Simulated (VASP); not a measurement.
# Be3Cd2S (P4/mmm) in VASP: notebook

The runs below take Be3Cd2S through single point, relaxation of cell and atoms, with PBE.

Program: VASP 6.6.1. These are calculated values, not measurements. Logs are shortened: lines on timing, memory, paths and dates and some standing lists are left out, and cuts for length are marked.

## Step 1: The cell of the first run

It takes space group P4/mmm (No. 123, tetragonal). Conventional cell: a = 5.068 Å, b = 5.068 Å, c = 3.743 Å, α = 90.00°, β = 90.00°, γ = 90.00°. Be (site symmetry mmm) has 2 Be at 2.53 Å and 6 Cd at 2.53 to 3.15 Å and 4 S at 3.15 Å within 3.3 Å. Be (site symmetry 4/mmm) has 2 Cd at 1.87 Å and 4 Be at 2.53 Å within 2.6 Å. Within 2.6 Å of Cd (site symmetry 4/mmm) lie 2 S at 1.87 Å and 4 Be at 2.53 Å. Cd (site symmetry 4/mmm) has 2 Be at 1.87 Å within 2.5 Å. S (site symmetry 4/mmm) has 2 Cd at 1.87 Å within 2.5 Å.

The cell was built from a structure type or drawn by symmetry, and may not be a known phase.

## Step 2: Single point, PBE

Input file INCAR:

```
SYSTEM = Be3Cd2S
ALGO = Normal
EDIFF = 1E-7
ENCUT = 520
GGA = PE
ISIF = 2
ISMEAR = 0
LASPH = .True.
LCHARG = .False.
LREAL = .False.
LWAVE = .False.
NBANDS = 27
NELM = 60
PREC = Accurate
SIGMA = 0.1
```

Input file KPOINTS:

```
k-points
0
Gamma
  4 4 4
  0 0 0
```

Input file POSCAR:

```
Be3Cd2S
1.0
    5.0675538600      0.0000000000      0.0000000000
    0.0000000000      5.0675538600      0.0000000000
    0.0000000000      0.0000000000      3.7432067000
Be Cd S
3 2 1
Direct
    0.0000000000      0.5000000000      0.5000000000
    0.5000000000      0.0000000000      0.5000000000
    0.0000000000      0.0000000000      0.5000000000
    0.5000000000      0.5000000000      0.5000000000
    0.0000000000      0.0000000000      0.0000000000
    0.5000000000      0.5000000000      0.0000000000
```

Potentials or basis: VASP PAW PBE potentials, release 64 (Be, Cd, S).

Command:

```sh
cat potpaw_PBE.64/Be/POTCAR potpaw_PBE.64/Cd/POTCAR potpaw_PBE.64/S/POTCAR > POTCAR
mpirun -np 1 vasp_std > vasp.out
```

OUTCAR:

```text
SYSTEM = Be3Cd2S
   EDIFF = 1E-7
   ENCUT = 520
   GGA = PE
   ISIF = 2
   ISMEAR = 0
   LASPH = .True.
   LREAL = .False.
   NELM = 60
   PREC = Accurate

 ion  position               nearest neighbor table
   1  0.000  0.500  0.500-   4 2.53   4 2.53
   2  0.500  0.000  0.500-   4 2.53   4 2.53
   3  0.000  0.000  0.500-   5 1.87   5 1.87
   4  0.500  0.500  0.500-   6 1.87   6 1.87   1 2.53   2 2.53   2 2.53   1 2.53
   5  0.000  0.000  0.000-   3 1.87   3 1.87
   6  0.500  0.500  0.000-   4 1.87   4 1.87

  LATTYP: Found a simple tetragonal cell.
 ALAT       =     5.0675538600
 C/A-ratio  =     0.7386614535

  Lattice vectors:

 A1 = (   5.0675538600,   0.0000000000,   0.0000000000)
 A2 = (   0.0000000000,   5.0675538600,   0.0000000000)
 A3 = (   0.0000000000,   0.0000000000,   3.7432067000)

Analysis of symmetry for initial positions (statically):
=====================================================================
 Subroutine PRICEL returns:
 Original cell was already a primitive cell.

 Routine SETGRP: Setting up the symmetry group for a
 simple tetragonal supercell.

 Subroutine GETGRP returns: Found 16 space group operations
 (whereof 16 operations were pure point group operations)
 out of a pool of 16 trial point group operations.

The static configuration has the point symmetry D_4h.

Analysis of symmetry for dynamics (positions and initial velocities):
=====================================================================
 Subroutine PRICEL returns:
 Original cell was already a primitive cell.

 Routine SETGRP: Setting up the symmetry group for a
 simple tetragonal supercell.

 Subroutine GETGRP returns: Found 16 space group operations
 (whereof 16 operations were pure point group operations)
 out of a pool of 16 trial point group operations.

The dynamic configuration has the point symmetry D_4h.

 Subroutine INISYM returns: Found 16 space group operations
 (whereof 16 operations are pure point group operations),
 and found     1 'primitive' translations

----------------------------------------------------------------------------------------

                                     Primitive cell

  volume of cell :      96.1259

  direct lattice vectors                    reciprocal lattice vectors
     5.067553860  0.000000000  0.000000000     0.197333867  0.000000000  0.000000000
     0.000000000  5.067553860  0.000000000     0.000000000  0.197333867  0.000000000
[... 89 lines left out ...]
   NSW    =      0    number of steps for IOM
   IBRION =     -1    ionic relax: 0-MD 1-quasi-New 2-CG
   NFREE  =      0    steps in history (QN), initial steepest desc. (CG)
   ISIF   =      2    stress and relaxation
   ISYM   =      2    0-nonsym 1-usesym 2-fastsym
   POTIM  = 0.5000    time-step for ionic-motion
   TEBEG  =    0.0;   TEEND  =   0.0 temperature during run
   PSTRESS=    0.0 pullay stress
   NELECT =      36.0000    total number of electrons
   NUPDOWN=      -1.0000    fix difference up-down
   EMIN   =  10.00;   EMAX   =-10.00  energy-range for DOS
   EFERMI =   0.00;   METHOD = LEGACY
   ISMEAR =     0;   SIGMA  =   0.10  broadening in eV -4-tet -1-fermi 0-gaus
   EFERMI_NEDOS =   21; number of points for ismear=-14 and -15
   IALGO  =     38    algorithm
   IMIX   =      4    mixing-type and parameters
     AMIX     =   0.40;   BMIX     =  1.00
     AMIX_MAG =   1.60;   BMIX_MAG =  1.00
  volume/ion in A,a.u.               =      16.02       108.11
  Fermi-wavevector in a.u.,A,eV,Ry     =   1.180037  2.229946 18.945927  1.392486
  Thomas-Fermi vector in A             =   2.316336
   LORBIT       =      0    0 simple, 1 ext, 2 COOP (PROOUT), +10 PAW based schemes
   GGA     = PE    functional components
   LHFCALC =     F    Hartree Fock is set to
   AEXX    =    0.0000 exact exchange contribution
   IVDW    =     0    specifies the selected vdW correction
   LEPSILON=     F    determine dielectric tensor
   LRPA    =     F    only Hartree local field effects (RPA)
 non-spin polarized calculation
 Gauss-broadening in eV      SIGMA  =   0.10
  energy-cutoff  :      520.00
  volume of cell :       96.13
 maximum number of plane-waves:      2620
 NGX is ok and might be reduce to    40
   NGX = 19   NGY = 19   NGZ = 13

 number of electron      35.9999992 magnetization

 Free energy of the ion-electron system (eV)
  ---------------------------------------------------
  ext. energy  EPLUGINS =         0.00000000
  ---------------------------------------------------
  free energy    TOTEN  =        -2.93448736 eV

  energy without entropy =       -2.92628959  energy(sigma->0) =       -2.93038848

 E-fermi :   4.4179     XC(G=0): -10.0787

 val. band max:        4.3974823564   @ k =   0.5000   0.0000   0.5000
 cond. band min:       4.4346294246   @ k =   0.0000   0.0000   0.5000
 fundamental gap:      0.0371470682
 Fermi energy:         4.4178744193

 k-point     1 :       0.0000    0.0000    0.0000
  band No.  band energies     occupation
      1     -13.8559      2.00000
      2      -7.5769      2.00000
      3      -7.5769      2.00000
      4      -6.8307      2.00000
      5      -6.5540      2.00000
      6      -6.5387      2.00000
[... 529 lines left out ...]
     26      10.9469      0.00000
     27      11.3764      0.00000

------------------------ aborting loop because EDIFF is reached ----------------------------------------

  FORCE on cell =-STRESS in cart. coord.  units (eV):
  Direction    XX          YY          ZZ          XY          YZ          ZX
  --------------------------------------------------------------------------------------
  -------------------------------------------------------------------------------------
  Total        0.3287540      0.3287540     82.0306775      0.0000000      0.0000000      0.0000000
  in kB        5.4795014      5.4795014   1367.2449404      0.0000000      0.0000000      0.0000000
  external PRESSURE =     459.4013144 kB  Pullay stress =       0.0000000 kB

 VOLUME and BASIS-vectors are now :
 -----------------------------------------------------------------------------
  energy-cutoff  :      520.00
  volume of cell :       96.13
      direct lattice vectors                 reciprocal lattice vectors
     5.067553860  0.000000000  0.000000000     0.197333867  0.000000000  0.000000000
     0.000000000  5.067553860  0.000000000     0.000000000  0.197333867  0.000000000
     0.000000000  0.000000000  3.743206700     0.000000000  0.000000000  0.267150622

 POSITION                                       TOTAL-FORCE (eV/Angst)
 -----------------------------------------------------------------------------------
      0.00000      2.53378      1.87160         0.000000      0.000000      0.000000
      2.53378      0.00000      1.87160         0.000000      0.000000      0.000000
      0.00000      0.00000      1.87160         0.000000      0.000000      0.000000
      2.53378      2.53378      1.87160         0.000000      0.000000      0.000000
      0.00000      0.00000      0.00000         0.000000      0.000000      0.000000
      2.53378      2.53378      0.00000         0.000000      0.000000      0.000000
 -----------------------------------------------------------------------------------
    total drift:                               -0.000000     -0.000000     -0.000000

  FREE ENERGIE OF THE ION-ELECTRON SYSTEM (eV)
  ---------------------------------------------------
  free  energy   TOTEN  =        -2.9344873590 eV

  energy  without entropy=       -2.9262895938  energy(sigma->0) =       -2.93038848
```

OSZICAR:

```text
N       E                     dE             d eps       ncg     rms          rms(c)
DAV:   1     0.242114528149E+03    0.24211E+03   -0.17588E+04   972   0.124E+03
DAV:   2     0.682079522587E+01   -0.23529E+03   -0.22534E+03  1039   0.312E+02
DAV:   3    -0.505325491034E+01   -0.11874E+02   -0.11733E+02  1221   0.715E+01
DAV:   4    -0.518343211039E+01   -0.13018E+00   -0.12991E+00  1078   0.689E+00
DAV:   5    -0.518491682923E+01   -0.14847E-02   -0.14846E-02  1181   0.793E-01    0.293E+01
DAV:   6    -0.308001642828E+01    0.21049E+01   -0.52324E+00  1084   0.249E+01    0.217E+01
DAV:   7    -0.295802555252E+01    0.12199E+00   -0.14088E+00  1116   0.748E+00    0.713E+00
DAV:   8    -0.293587571369E+01    0.22150E-01   -0.93193E-02  1162   0.279E+00    0.160E+00
DAV:   9    -0.293472506133E+01    0.11507E-02   -0.96970E-03  1060   0.484E-01    0.359E-01
DAV:  10    -0.293449690662E+01    0.22815E-03   -0.11244E-03  1157   0.256E-01    0.111E-01
DAV:  11    -0.293448877814E+01    0.81285E-05   -0.15044E-04  1075   0.700E-02    0.603E-02
DAV:  12    -0.293448459906E+01    0.41791E-05   -0.28566E-05  1132   0.348E-02    0.328E-02
DAV:  13    -0.293448706850E+01   -0.24694E-05   -0.53864E-06  1067   0.126E-02    0.848E-03
DAV:  14    -0.293448734306E+01   -0.27456E-06   -0.21301E-07   924   0.342E-03    0.188E-03
DAV:  15    -0.293448735897E+01   -0.15907E-07   -0.71769E-08   570   0.153E-03
   1 F= -.29344874E+01 E0= -.29303885E+01  d E =-.819777E-02
```

stdout:

```text
POSCAR found type information on POSCAR BeCdS
 POSCAR found :  3 types and       6 ions
 scaLAPACK will be used
 LDA part: xc-table for (Slater+PW92), standard interpolation
 POSCAR, INCAR and KPOINTS ok, starting setup
 FFT: planning ... GRIDC
 FFT: planning ... GRID_SOFT
 FFT: planning ... GRID
 WAVECAR not read
 entering main loop
```

It took 77 s on 1 thread of Intel Xeon 8259CL, shared host; peak memory 0.22 GiB.

What came out:

| Item | Value |
| --- | --- |
| Free energy | -2.9345 eV |
| Pressure | 45.9 GPa |
| Band gap on the k mesh | zero (bands 18 and 19 overlap by 1.51 eV) |

Levels at points of the mesh, in eV from the Fermi level:
| k point | band 16 | band 17 | band 18 | band 19 | band 20 | band 21 |
| --- | --- | --- | --- | --- | --- | --- |
| (0.00, 0.00, 0.00) | -1.70 | -1.70 | -1.42 | -0.10 | 0.36 | 2.52 |
| (0.50, 0.00, 0.00) | -3.73 | -2.34 | 0.31 | 0.50 | 0.70 | 1.91 |
| (0.50, 0.50, 0.00) | -1.76 | -1.76 | -0.63 | 0.99 | 3.39 | 3.39 |
| (0.00, 0.00, 0.50) | -2.60 | -2.12 | -2.12 | 0.02 | 0.49 | 1.53 |
| (0.50, 0.00, 0.50) | -1.52 | -1.41 | -1.09 | -0.40 | -0.32 | -0.02 |
| (0.50, 0.50, 0.50) | -3.57 | -3.55 | -3.55 | 1.42 | 1.42 | 3.81 |

Caveat: the k points lie up to 0.42 Å⁻¹ apart, too coarse for converged energies and pressures of a metal.

## Step 3: Single point, PBE

This run uses another cell than the first one, of 18.18 Å³/atom.

Input file INCAR:

```
SYSTEM = Be3Cd2S
  PREC = Accurate
  ENCUT = 520
  EDIFF = 1E-6
  ISMEAR = 0
  SIGMA = 0.1
  LREAL = .FALSE.
  LASPH = .TRUE.
  NELM = 80
  ALGO = Normal
  ISIF = 2
  LWAVE = .FALSE.
  LCHARG = .FALSE.
  GGA = PE
  NBANDS = 27
```

Input file KPOINTS:

```
regular mesh
0
G
  4 4 4
  0 0 0
```

POSCAR, as its differences from that of step 2:

```diff
@@ -2,5 +2,5 @@
 1.0
-    5.0675538600      0.0000000000      0.0000000000
-    0.0000000000      5.0675538600      0.0000000000
-    0.0000000000      0.0000000000      3.7432067000
+    4.4880435745      0.0000000000      0.0000000000
+    0.0000000000      4.4880435745      0.0000000000
+    0.0000000000      0.0000000000      5.4153563852
 Be Cd S
```

Potentials or basis: VASP PAW PBE potentials, release 64 (Be, Cd, S).

Command:

```sh
cat potpaw_PBE.64/Be/POTCAR potpaw_PBE.64/Cd/POTCAR potpaw_PBE.64/S/POTCAR > POTCAR
mpirun -np 1 vasp_std > vasp.out
```

Wall time 70 s (1 thread of Intel Xeon 8259CL, shared host); peak memory 0.24 GiB.

The run converged. Its results:

```
Free energy            : -12.5213 eV
Pressure               : 0.2 GPa
Band gap on the k mesh : zero (bands 18 and 19 overlap by 1.15 eV)
```

Levels at points of the mesh, in eV from the Fermi level:
| k point | band 14 | band 15 | band 16 | band 17 | band 18 | band 19 | band 20 | band 21 | band 22 | band 23 |
| --- | --- | --- | --- | --- | --- | --- | --- | --- | --- | --- |
| (0.00, 0.00, 0.00) | -2.73 | -2.73 | -1.36 | -0.68 | -0.68 | 0.27 | 1.72 | 3.00 | 3.26 | 3.26 |
| (0.50, 0.00, 0.00) | -3.09 | -1.96 | -1.58 | -0.44 | -0.22 | 0.95 | 1.01 | 1.71 | 3.13 | 3.39 |
| (0.50, 0.50, 0.00) | -3.92 | -3.61 | -2.82 | -1.36 | -1.36 | 0.62 | 0.95 | 2.42 | 2.42 | 6.00 |
| (0.00, 0.00, 0.50) | -1.91 | -1.91 | -1.57 | -1.57 | -1.20 | 1.99 | 2.26 | 2.64 | 3.19 | 3.20 |
| (0.50, 0.00, 0.50) | -4.11 | -1.03 | -0.13 | 0.07 | 0.08 | 0.70 | 0.77 | 1.84 | 3.35 | 4.38 |
| (0.50, 0.50, 0.50) | -3.50 | -3.44 | -2.74 | -2.74 | -2.15 | 1.05 | 3.37 | 3.37 | 4.89 | 6.00 |

## Step 4: Relaxation of cell and atoms, PBE

Input file INCAR:

```
PREC = Accurate ; ENCUT = 600
EDIFF = 1E-6 ; ISMEAR = 0
SIGMA = 0.1 ; LREAL = F
LASPH = T ; NELM = 60
ALGO = Normal ; ISIF = 3
LWAVE = F ; LCHARG = F
GGA = PE ; IBRION = 2
NSW = 90 ; EDIFFG = -0.04
```

Input file KPOINTS:

```
regular mesh
0
Gamma
  4 4 4
```

POSCAR, as its differences from that of step 3:

```diff
@@ -2,5 +2,5 @@
 1.0
-    4.4880435745      0.0000000000      0.0000000000
-    0.0000000000      4.4880435745      0.0000000000
-    0.0000000000      0.0000000000      5.4153563852
+    5.0675538600      0.0000000000      0.0000000000
+    0.0000000000      5.0675538600      0.0000000000
+    0.0000000000      0.0000000000      3.7432067000
 Be Cd S
```

Command:

```sh
cat potpaw_PBE.64/Be/POTCAR potpaw_PBE.64/Cd/POTCAR potpaw_PBE.64/S/POTCAR > POTCAR
mpirun -np 1 vasp_std > vasp.out
```

It took 11 min on 1 thread of Intel Xeon 8259CL, shared host; peak memory 0.25 GiB.

The run converged. Its results:

```
Free energy                           : -12.4934 eV
Relaxed volume                        : 18.24 Å³/atom
Relaxed cell                          : a = 4.497 Å, b = 4.497 Å, c = 5.411 Å, α = 90.00°, β = 90.00°, γ = 90.00°
Space group after relaxing (to 0.1 Å) : P4/mmm (No. 123)
Energy gained by relaxing             : 1593.1 meV/atom
Ionic steps                           : 13
Pressure after relaxing               : -0.1 GPa
Band gap on the k mesh                : zero (bands 18 and 19 overlap by 1.13 eV)
```

The path:
| step | energy change (eV) | largest force (eV/Å) | pressure (GPa) | volume (Å³) |
| --- | --- | --- | --- | --- |
| 1 | 0.0000 | 0.0000 | 45.89 | 96.13 |
| 2 | -7.5068 | 0.0000 | -9.69 | 160.28 |
| 3 | -8.6727 | 0.0000 | -3.96 | 127.57 |
| 4 | -8.6761 | 0.0000 | -5.13 | 130.96 |
| 5 | -8.6811 | 0.0000 | -4.67 | 129.57 |
| 6 | -9.1029 | 0.0000 | -3.06 | 119.85 |
| 7 | -9.4406 | 0.0000 | 1.01 | 107.43 |
| 8 | -9.4485 | 0.0000 | 3.20 | 103.36 |
| 9 | -9.4541 | 0.0000 | 2.31 | 104.91 |
| 10 | -9.5424 | 0.0000 | 1.51 | 106.20 |
| 11 | -9.5458 | 0.0000 | 1.31 | 106.68 |
| 12 | -9.5466 | 0.0000 | 1.36 | 106.56 |
| 13 | -9.5584 | 0.0000 | -0.08 | 109.45 |

Final structure:
```yaml
crystal:
  lattice:
    - [4.49738, 0.00000, 0.00000]
    - [0.00000, 4.49738, 0.00000]
    - [0.00000, 0.00000, 5.41130]
  atoms:
    - { symbol: Be, position: [0.00000, 0.50000, 0.50000] }
    - { symbol: Be, position: [0.50000, 0.00000, 0.50000] }
    - { symbol: Be, position: [0.00000, 0.00000, 0.50000] }
    - { symbol: Cd, position: [0.50000, 0.50000, 0.50000] }
    - { symbol: Cd, position: [0.00000, 0.00000, 0.00000] }
    - { symbol: S, position: [0.50000, 0.50000, 0.00000] }
```

Levels at points of the mesh, in eV from the Fermi level:
| k point | band 14 | band 15 | band 16 | band 17 | band 18 | band 19 | band 20 | band 21 | band 22 |
| --- | --- | --- | --- | --- | --- | --- | --- | --- | --- |
| (0.00, 0.00, 0.00) | -2.72 | -2.72 | -1.36 | -0.67 | -0.67 | 0.27 | 1.69 | 3.24 | 3.24 |
| (0.50, 0.00, 0.00) | -3.08 | -1.93 | -1.58 | -0.43 | -0.23 | 0.96 | 0.98 | 1.70 | 3.37 |
| (0.50, 0.50, 0.00) | -3.92 | -3.59 | -2.81 | -1.34 | -1.34 | 0.62 | 0.96 | 2.42 | 2.42 |
| (0.00, 0.00, 0.50) | -1.90 | -1.90 | -1.56 | -1.56 | -1.21 | 1.96 | 2.27 | 3.19 | 3.19 |
| (0.50, 0.00, 0.50) | -4.10 | -1.02 | -0.12 | 0.07 | 0.08 | 0.70 | 0.76 | 1.82 | 3.34 |
| (0.50, 0.50, 0.50) | -3.49 | -3.44 | -2.71 | -2.71 | -2.15 | 1.07 | 3.37 | 3.37 | 5.97 |

Caveat: the k points lie up to 0.35 Å⁻¹ apart in the final cell, too coarse for converged energies and pressures of a metal; a cell axis changed by over 15 % at a fixed basis, so the end point is rough.

[end of part 1 of 2]
